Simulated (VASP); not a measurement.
# Li4NO (P4/mmm) in VASP: further runs

The runs below take Li4NO through single point, with RPBE, LDA, revPBE.

All numbers are computed with VASP 6.6.1; they aren't measurements. Logs are shortened: lines on timing, memory, paths and dates and some standing lists are left out, and cuts for length are marked.

### Step 1. The cell of the first run

It takes space group P4/mmm (No. 123, tetragonal). Conventional cell: a = 3.313 Å, b = 3.313 Å, c = 4.937 Å, α = 90.00°, β = 90.00°, γ = 90.00°. Li (site symmetry 2mm) has 2 O at 2.03 Å and 2 N at 2.11 Å and 6 Li at 2.33 to 2.61 Å within 2.7 Å. N (site symmetry 4/mmm) has 8 Li at 2.11 Å within 2.8 Å. O (site symmetry 4/mmm) has 8 Li at 2.03 Å within 2.7 Å.

### Step 2. Single point, RPBE

File INCAR:

```
ALGO = Normal
EDIFF = 1E-6
ENCUT = 750
GGA = RP
GGA_COMPAT = False
ISIF = 2
ISMEAR = -1
LASPH = True
LCHARG = True
LELF = True
LREAL = False
LVHAR = True
LWAVE = False
NBANDS = 20
NELM = 120
PREC = Accurate
SIGMA = 0.1
```

File KPOINTS:

```
k-points
0
Gamma
  6 6 4
```

File POSCAR:

```
Li4NO
1.0
    3.3128700000      0.0000000000      0.0000000000
    0.0000000000      3.3128700000      0.0000000000
    0.0000000000      0.0000000000      4.9365200000
Li N O
4 1 1
Direct
    0.0000000000      0.5000000000      0.2638500000
    0.0000000000      0.5000000000      0.7361500000
    0.5000000000      0.0000000000      0.2638500000
    0.5000000000      0.0000000000      0.7361500000
    0.0000000000      0.0000000000      0.0000000000
    0.5000000000      0.5000000000      0.5000000000
```

Potentials or basis: VASP PAW PBE potentials, release 64 (Li_sv, N, O).

Launch:

```
$ cat potpaw_PBE.64/Li_sv/POTCAR potpaw_PBE.64/N/POTCAR potpaw_PBE.64/O/POTCAR > POTCAR
$ mpirun -np 1 vasp_std > vasp.out
```

OUTCAR:

```text
EDIFF = 1E-6
   ENCUT = 750
   GGA = RP
   ISIF = 2
   ISMEAR = -1
   LASPH = True
   LREAL = False
   NELM = 120
   PREC = Accurate

 ion  position               nearest neighbor table
   1  0.000  0.500  0.264-   6 2.03   6 2.03   5 2.11   5 2.11   2 2.33   3 2.34   3 2.34   3 2.34
                             3 2.34
   2  0.000  0.500  0.736-   6 2.03   6 2.03   5 2.11   5 2.11   1 2.33   4 2.34   4 2.34   4 2.34
                             4 2.34
   3  0.500  0.000  0.264-   6 2.03   6 2.03   5 2.11   5 2.11   4 2.33   1 2.34   1 2.34   1 2.34
                             1 2.34
   4  0.500  0.000  0.736-   6 2.03   6 2.03   5 2.11   5 2.11   3 2.33   2 2.34   2 2.34   2 2.34
                             2 2.34
   5  0.000  0.000  0.000-   1 2.11   2 2.11   3 2.11   4 2.11   1 2.11   2 2.11   3 2.11   4 2.11

   6  0.500  0.500  0.500-   1 2.03   2 2.03   3 2.03   4 2.03   3 2.03   4 2.03   1 2.03   2 2.03

  LATTYP: Found a simple tetragonal cell.
 ALAT       =     3.3128700000
 C/A-ratio  =     1.4901037469

  Lattice vectors:

 A1 = (   3.3128700000,   0.0000000000,   0.0000000000)
 A2 = (   0.0000000000,   3.3128700000,   0.0000000000)
 A3 = (   0.0000000000,   0.0000000000,   4.9365200000)

Analysis of symmetry for initial positions (statically):
=====================================================================
 Subroutine PRICEL returns:
 Original cell was already a primitive cell.

 Routine SETGRP: Setting up the symmetry group for a
 simple tetragonal supercell.

 Subroutine GETGRP returns: Found 16 space group operations
 (whereof 16 operations were pure point group operations)
 out of a pool of 16 trial point group operations.

The static configuration has the point symmetry D_4h.

Analysis of symmetry for dynamics (positions and initial velocities):
=====================================================================
 Subroutine PRICEL returns:
 Original cell was already a primitive cell.

 Routine SETGRP: Setting up the symmetry group for a
 simple tetragonal supercell.

 Subroutine GETGRP returns: Found 16 space group operations
 (whereof 16 operations were pure point group operations)
 out of a pool of 16 trial point group operations.

The dynamic configuration has the point symmetry D_4h.

 Subroutine INISYM returns: Found 16 space group operations
 (whereof 16 operations are pure point group operations),
 and found     1 'primitive' translations

----------------------------------------------------------------------------------------

                                     Primitive cell

  volume of cell :      54.1788

  direct lattice vectors                    reciprocal lattice vectors
     3.312870000  0.000000000  0.000000000     0.301853076  0.000000000  0.000000000
     0.000000000  3.312870000  0.000000000     0.000000000  0.301853076  0.000000000
     0.000000000  0.000000000  4.936520000     0.000000000  0.000000000  0.202571852

  length of vectors
     3.312870000  3.312870000  4.936520000     0.301853076  0.301853076  0.202571852

  position of ions in fractional coordinates (direct lattice)
     0.000000000  0.500000000  0.263850000
     0.000000000  0.500000000  0.736150000
     0.500000000  0.000000000  0.263850000
     0.500000000  0.000000000  0.736150000
     0.000000000  0.000000000  0.000000000
     0.500000000  0.500000000  0.500000000

  ion indices of the primitive-cell ions
   primitive index   ion index
                 1           1
                 2           2
                 3           3
                 4           4
                 5           5
                 6           6

----------------------------------------------------------------------------------------

 KPOINTS: k-points

Automatic generation of k-mesh.
 Grid dimensions read from file:
 generate k-points for:    6    6    4

 Generating k-lattice:

  Cartesian coordinates                     Fractional coordinates (reciprocal lattice)
     0.050308846  0.000000000  0.000000000     0.166666667  0.000000000  0.000000000
     0.000000000  0.050308846  0.000000000     0.000000000  0.166666667  0.000000000
     0.000000000  0.000000000  0.050642963     0.000000000  0.000000000  0.250000000

  Length of vectors
     0.050308846  0.050308846  0.050642963

  Shift w.r.t. Gamma in fractional coordinates (k-lattice)
     0.000000000  0.000000000  0.000000000

 Subroutine IBZKPT returns following result:
 ===========================================

 Found     30 irreducible k-points:

 Following reciprocal coordinates:
            Coordinates               Weight
  0.000000  0.000000  0.000000      1.000000
  0.166667  0.000000  0.000000      4.000000
  0.333333  0.000000  0.000000      4.000000
  0.500000  0.000000  0.000000      2.000000
  0.166667  0.166667  0.000000      4.000000
  0.333333  0.166667  0.000000      8.000000
[... 16 lines left out ...]
  0.333333  0.000000  0.500000      4.000000
  0.500000  0.000000  0.500000      2.000000
 [... further k-points ...]
   k-points           NKPTS =     30   k-points in BZ     NKDIM =     30   number of bands    NBANDS=     20
   number of dos      NEDOS =    301   number of ions     NIONS =      6
   total plane-waves  NPLWV =  43200
   dimension x,y,z NGX =    30 NGY =   30 NGZ =   48
   dimension x,y,z NGXF=    60 NGYF=   60 NGZF=   96
   ions per type =               4   1   1
   NGX,Y,Z   is equivalent  to a cutoff of  15.05, 15.05, 16.16 a.u.
   NGXF,Y,Z  is equivalent  to a cutoff of  30.11, 30.11, 32.33 a.u.
 SYSTEM =  unknown system
   PREC   = accura    normal or accurate (medium, high low for compatibility)
   ISTART =      0    job   : 0-new  1-cont  2-samecut
   ICHARG =      2    charge: 1-file 2-atom 10-const
   ISPIN  =      1    spin polarized calculation?
   LNONCOLLINEAR =      F non collinear calculations
   LSORBIT =      F    spin-orbit coupling
   LASPH  =      T    aspherical Exc in radial PAW
   ENCUT  =  750.0 eV  55.12 Ry    7.42 a.u.   7.40  7.40 11.02*2*pi/ulx,y,z
   NELM   =    120;   NELMIN=  2; NELMDL= -5     # of ELM steps
   EDIFF  = 0.1E-05   stopping-criterion for ELM
   LREAL  =      F    real-space projection
   EDIFFG = 0.1E-04   stopping-criterion for IOM
   NSW    =      0    number of steps for IOM
   IBRION =     -1    ionic relax: 0-MD 1-quasi-New 2-CG
   NFREE  =      0    steps in history (QN), initial steepest desc. (CG)
   ISIF   =      2    stress and relaxation
   ISYM   =      2    0-nonsym 1-usesym 2-fastsym
   POTIM  = 0.5000    time-step for ionic-motion
   TEBEG  =    0.0;   TEEND  =   0.0 temperature during run
   PSTRESS=    0.0 pullay stress
   NELECT =      23.0000    total number of electrons
   NUPDOWN=      -1.0000    fix difference up-down
   EMIN   =  10.00;   EMAX   =-10.00  energy-range for DOS
   EFERMI =   0.00;   METHOD = LEGACY
   ISMEAR =    -1;   SIGMA  =   0.10  broadening in eV -4-tet -1-fermi 0-gaus
   EFERMI_NEDOS =   21; number of points for ismear=-14 and -15
   IALGO  =     38    algorithm
   IMIX   =      4    mixing-type and parameters
     AMIX     =   0.40;   BMIX     =  1.00
     AMIX_MAG =   1.60;   BMIX_MAG =  1.00
  volume/ion in A,a.u.               =       9.03        60.94
  Fermi-wavevector in a.u.,A,eV,Ry     =   1.230385  2.325090 20.597128  1.513846
  Thomas-Fermi vector in A             =   2.365235
   LORBIT       =      0    0 simple, 1 ext, 2 COOP (PROOUT), +10 PAW based schemes
   GGA     = RP    functional components
   LHFCALC =     F    Hartree Fock is set to
   AEXX    =    0.0000 exact exchange contribution
   IVDW    =     0    specifies the selected vdW correction
   LEPSILON=     F    determine dielectric tensor
   LRPA    =     F    only Hartree local field effects (RPA)
 non-spin polarized calculation
  energy-cutoff  :      750.00
  volume of cell :       54.18
 maximum number of plane-waves:      2574
 NGX is ok and might be reduce to    30
   NGX = 15   NGY = 15   NGZ = 23

 number of electron      22.9999994 magnetization

 Free energy of the ion-electron system (eV)
  ---------------------------------------------------
  ext. energy  EPLUGINS =         0.00000000
  ---------------------------------------------------
  free energy    TOTEN  =       -25.22017946 eV

  energy without entropy =      -25.12678337  energy(sigma->0) =      -25.17348142

 E-fermi :   1.7136     XC(G=0):  -9.3064

 val. band max:        1.6974494737   @ k =   0.5000   0.1667   0.5000
 cond. band min:       1.7635635200   @ k =   0.0000   0.0000   0.0000
 fundamental gap:      0.0661140462
 Fermi energy:         1.7135740632

 k-point     1 :       0.0000    0.0000    0.0000
  band No.  band energies     occupation
      1     -42.1990      2.00000
      2     -42.1210      2.00000
      3     -42.0053      2.00000
      4     -41.9492      2.00000
      5     -14.4357      2.00000
      6     -10.0814      2.00000
[... 12 lines left out ...]
     19      14.5480      0.00000
     20      14.9483      0.00000

 k-point     2 :       0.1667    0.0000    0.0000
  band No.  band energies     occupation
      1     -42.1851      2.00000
      2     -42.1088      2.00000
      3     -42.0173      2.00000
      4     -41.9600      2.00000
      5     -14.4156      2.00000
      6     -10.0189      2.00000
[... 12 lines left out ...]
     19      14.4000      0.00000
     20      14.8192      0.00000
[... 465 lines left out ...]
      3     -42.0349      2.00000
      4     -42.0064      2.00000
      5     -14.3710      2.00000
      6      -9.8813      2.00000
[... 12 lines left out ...]
     19      13.2549      0.00000
     20      13.4622      0.00000

 k-point    24 :       0.5000    0.0000    0.5000
  band No.  band energies     occupation
      1     -42.0813      2.00000
      2     -42.0802      2.00000
      3     -42.0504      2.00000
      4     -42.0503      2.00000
      5     -14.3504      2.00000
      6      -9.8052      2.00000
[... 12 lines left out ...]
     19      12.7255      0.00000
     20      13.2605      0.00000

 [... further k-points ...]

------------------------ aborting loop because EDIFF is reached ----------------------------------------

  FORCE on cell =-STRESS in cart. coord.  units (eV):
  Direction    XX          YY          ZZ          XY          YZ          ZX
  --------------------------------------------------------------------------------------
  -------------------------------------------------------------------------------------
  Total        0.3071117      0.3071117      0.4446567      0.0000000      0.0000000      0.0000000
  in kB        9.0819126      9.0819126     13.1493937      0.0000000      0.0000000      0.0000000
  external PRESSURE =      10.4377396 kB  Pullay stress =       0.0000000 kB

 VOLUME and BASIS-vectors are now :
 -----------------------------------------------------------------------------
  energy-cutoff  :      750.00
  volume of cell :       54.18
      direct lattice vectors                 reciprocal lattice vectors
     3.312870000  0.000000000  0.000000000     0.301853076  0.000000000  0.000000000
     0.000000000  3.312870000  0.000000000     0.000000000  0.301853076  0.000000000
     0.000000000  0.000000000  4.936520000     0.000000000  0.000000000  0.202571852

 POSITION                                       TOTAL-FORCE (eV/Angst)
 -----------------------------------------------------------------------------------
      0.00000      1.65644      1.30250         0.000000      0.000000     -0.071326
      0.00000      1.65644      3.63402         0.000000     -0.000000      0.071326
      1.65644      0.00000      1.30250         0.000000     -0.000000     -0.071326
      1.65644      0.00000      3.63402         0.000000     -0.000000      0.071326
      0.00000      0.00000      0.00000         0.000000      0.000000      0.000000
      1.65644      1.65644      2.46826         0.000000      0.000000      0.000000
 -----------------------------------------------------------------------------------
    total drift:                                0.000000      0.000000      0.000000

  FREE ENERGIE OF THE ION-ELECTRON SYSTEM (eV)
  ---------------------------------------------------
  free  energy   TOTEN  =       -25.2201794613 eV

  energy  without entropy=      -25.1267833720  energy(sigma->0) =      -25.17348142
```

Wall time 48 s (1 thread of Intel Xeon Platinum 8259CL at 2.50GHz (Skylake/Cascade Lake), shared host); peak memory 0.21 GiB.

Results:

```yaml
Free_energy: -25.2202 eV
Pressure: 1.0 GPa
Largest_force: 0.071 eV/Å
Band_gap_on_the_k_mesh: zero (an odd number of electrons rules out a gap without spin polarisation)
```

Forces on the atoms (eV/Å):
```
Li   0.000  0.000 -0.071
Li   0.000  0.000  0.071
Li   0.000  0.000 -0.071
Li   0.000  0.000  0.071
N    0.000  0.000  0.000
O    0.000  0.000  0.000
```

Stress tensor (GPa, compression positive):
```
0.91 0.00 0.00
0.00 0.91 0.00
0.00 0.00 1.31
```

Caveat: the PAW data sets were made with another functional, which shifts forces and pressure a little; an odd number of electrons without spin polarisation forces a metal; a magnetic or distorted state may lie lower.

### Step 3. Single point, LDA

File INCAR:

```
SYSTEM = Li4NO
  ALGO = Normal
  EDIFF = 1E-6
  ENCUT = 750
  GGA_COMPAT = .False.
  ISIF = 2
  ISMEAR = -1
  LASPH = .True.
  LCHARG = .True.
  LELF = .True.
  LREAL = .False.
  LVHAR = .True.
  LWAVE = .False.
  NBANDS = 20
  NELM = 120
  PREC = Accurate
  SIGMA = 0.1
```

File KPOINTS:

```
k-points
0
Gamma
  6 6 4
  0 0 0
```

POSCAR is that of step 2.

Potentials or basis: VASP PAW LDA potentials, release 64 (Li_sv, N, O).

Launch:

```
$ cat potpaw_LDA.64/Li_sv/POTCAR potpaw_LDA.64/N/POTCAR potpaw_LDA.64/O/POTCAR > POTCAR
$ mpirun -np 1 vasp_std > vasp.out
```

Run time: 43 s. Hardware: 1 thread of Intel Xeon Platinum 8259CL at 2.50GHz (Skylake/Cascade Lake), shared host; peak memory 0.19 GiB.

The run converged. Its results:

- Free energy: -29.1402 eV
- Pressure: -7.7 GPa
- Largest force: 0.028 eV/Å
- Band gap on the k mesh: zero (an odd number of electrons rules out a gap without spin polarisation)

Forces on the atoms (eV/Å):
```
Li   0.000  0.000 -0.028
Li   0.000  0.000  0.028
Li   0.000  0.000 -0.028
Li   0.000  0.000  0.028
N    0.000  0.000  0.000
O    0.000  0.000  0.000
```

Stress tensor (GPa, compression positive):
```
-7.74  0.00  0.00
 0.00 -7.74  0.00
 0.00  0.00 -7.53
```

Levels at points of the mesh, in eV from the Fermi level:
```tsv
k point	band 8	band 9	band 10	band 11	band 12	band 13	band 14	band 15	band 16	band 17
(0.00, 0.00, 0.00)	-1.76	-1.76	0.08	0.36	0.36	3.97	5.23	10.20	10.20	10.57
(0.50, 0.00, 0.00)	-2.05	-1.92	-1.30	-0.70	0.42	6.64	7.72	9.21	9.87	10.79
(0.50, 0.50, 0.00)	-2.29	-2.18	-1.17	-1.17	-0.94	3.96	4.28	11.40	12.20	12.51
(0.00, 0.00, 0.50)	-1.57	-1.57	-0.73	0.07	0.07	4.99	5.96	10.83	10.83	11.60
(0.50, 0.00, 0.50)	-2.94	-1.29	-0.83	-0.31	0.45	8.03	8.18	9.03	9.25	10.08
(0.50, 0.50, 0.50)	-2.28	-2.28	-1.51	-1.17	-1.17	6.18	6.34	8.56	9.12	12.62
```

Caveat: the cell stands under tension; an odd number of electrons without spin polarisation forces a metal; a magnetic or distorted state may lie lower.

(Continued in part 2 of 2.)
